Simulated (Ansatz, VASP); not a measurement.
# One calculation of W, two programs

File INCAR:

```
ALGO = Fast ; EDIFF = 1E-6
ENCUT = 520 ; GGA = PS
ISIF = 2 ; ISMEAR = 0
LASPH = T ; LCHARG = F
LREAL = F ; LUSENCCL = F
LWAVE = F ; NBANDS = 66
NELM = 80 ; PREC = Accurate
SIGMA = 0.15
```

Contents of KPOINTS:

```
k-points
0
Gamma
  8 8 8
```

POSCAR

```
W
1.0
    5.0320434148      0.0000000000      0.0000000000
    0.0000000000      5.0320434148      0.0000000000
    0.0000000000      0.0000000000      5.0320434148
W
8
Direct
   -0.0051129928      0.0000000000      0.0000000000
    0.4948870072      0.5000000000      0.5000000000
   -0.0093670891      0.5000000000      0.2500000000
   -0.0093670891      0.5000000000      0.7500000000
    0.2738471710      0.0000000000      0.5000000000
    0.7738471710      0.0000000000      0.5000000000
    0.4906329109      0.7500000000      0.0000000000
    0.4906329109      0.2500000000      0.0000000000
```

Input for Ansatz:

```yaml
crystal:
  lattice:
    - [5.0320434148, 0.0, 0.0]
    - [0.0, 5.0320434148, 0.0]
    - [0.0, 0.0, 5.0320434148]
  atoms:
    - { symbol: W, position: [-0.0051129928, 0.0, 0.0] }
    - { symbol: W, position: [0.4948870072, 0.5, 0.5] }
    - { symbol: W, position: [-0.0093670891, 0.5, 0.25] }
    - { symbol: W, position: [-0.0093670891, 0.5, 0.75] }
    - { symbol: W, position: [0.273847171, 0.0, 0.5] }
    - { symbol: W, position: [0.773847171, 0.0, 0.5] }
    - { symbol: W, position: [0.4906329109, 0.75, 0.0] }
    - { symbol: W, position: [0.4906329109, 0.25, 0.0] }
basis:
  ecutwfc: 420
kpoints:
  mp_grid: { grid: [8, 8, 8] }
hamiltonian:
  xc: pbesol
scf:
  occupations: { method: gaussian, width: 0.15 }
output:
  forces: true
  stress: true
  eigenvalues: true
  write_density: true
  write_potential: true
  elf: true
  volumetric_format: npy
```

Change from the starting cell: mode 4 (100.5 1/cm) frozen in, largest displacement -0.120 Å.

Alike in both runs: task single point; functional PBEsol; k mesh 8 × 8 × 8; occupations gaussian, width 0.15 eV; no spin polarisation.

|  | VASP | Ansatz |
| --- | --- | --- |
| version | VASP 6.6.1 | Ansatz 0.2.0 |
| potentials or method | VASP PAW PBE potentials, release 64 (W_sv), cutoff 520 eV | scalar-relativistic, plane waves, PAW |
| valence electrons in the cell | 112 | 112 |

|  | VASP | Ansatz | Ansatz less VASP |
| --- | --- | --- | --- |
| gap on the k mesh at the Fermi level (eV) | none | none | - |
| pressure (GPa) | 1.2 | 0.5 | -0.75 |
| traceless stress, the component that is largest in VASP (GPa) | 0.14 | 0.14 | +0.002 |
| rms of the force components (eV/Å) | 0.285 | 0.284 | -0.0008 |

VASP's potentials were made for PBE, not for PBEsol. Atom by atom the forces differ by 0.001 eV/Å (rms over components). A gap of «none» marks a metal or a gap that the smearing closes.

Neither program's run includes spin-orbit coupling.
